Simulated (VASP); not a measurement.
KIr12, 13 atoms in the cell. The cell holds a slab with vacuum, 13 atoms: a = 5.431 Å, b = 5.431 Å, c = 15.434 Å, α = 90.00°, β = 90.00°, γ = 60.00°. 

| Quantity | Value |
| --- | --- |
| Program | VASP 6.6.1 |
| Task | single point |
| Functional | PBEsol |
| Potentials or basis | VASP PAW PBE potentials, release 64 (Ir, K_sv) |
| Cutoff | 520 eV |
| k mesh | 4 × 4 × 1 |
| Occupations | gaussian, width 0.1 eV |
| Spin | no spin polarisation |
| Dipole correction | no |
| Further INCAR settings | ALGO = Normal; EDIFF = 1e-07; NBANDS = 70 |

Potentials or basis: VASP PAW PBE potentials, release 64 (Ir, K_sv).

Command:

```sh
$ cat potpaw_PBE.64/Ir/POTCAR potpaw_PBE.64/K_sv/POTCAR > POTCAR
$ mpirun -np 1 vasp_std > vasp.out
```

Hardware: 1 thread of Intel(R) Xeon(R) Platinum 8488C (Sapphire Rapids), on a shared host.

Q: Estimate the wall time of this run.

A: Wall time 19 min on 1 thread of Intel(R) Xeon(R) Platinum 8488C (Sapphire Rapids), on a shared host, peak memory 0.57 GiB. Counts: scf iterations 32, k points 10.
